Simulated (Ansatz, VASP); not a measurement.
# Two plane-wave programs on Si2C

```
CELL_PARAMETERS angstrom
2.73645 0.00000 0.00000
-1.36823 2.36984 0.00000
0.00000 0.00000 13.32507
ATOMIC_POSITIONS crystal
Si 0.33333 0.66667 0.00000
Si 0.33333 0.66667 0.33333
Si 0.33333 0.66667 0.66667
Si 0.66667 0.33333 0.50000
C 0.66667 0.33333 0.16667
C 0.66667 0.33333 0.83333
```

Alike in both runs: task relaxation of cell and atoms; functional PBE; k mesh 6 × 6 × 2; occupations gaussian, width 0.1 eV; no spin polarisation.

|  | VASP | Ansatz |
| --- | --- | --- |
| version | VASP 6.6.1 | Ansatz 0.2.0 |
| potentials or method | VASP PAW PBE potentials, release 64 (Si, C), cutoff 600 eV | scalar-relativistic, plane waves, PAW |
| valence electrons in the cell | 24 | 24 |

|  | VASP | Ansatz | Ansatz less VASP |
| --- | --- | --- | --- |
| gap on the k mesh at the Fermi level, each at its own relaxed structure (eV) | none | none | - |
| relaxed volume (Å³/atom) | 12.10 | 12.06 | -0.037 |
| relaxed cell length with the largest relative difference (Å) | 2.992 | 2.988 | -0.0042 |

A gap of «none» marks a metal or a gap that the smearing closes.

The k mesh is coarse, so the values compare programs but aren't converged. Noted on VASP's run: the volume moved by over 15 % at a fixed basis, so the end points are rough.
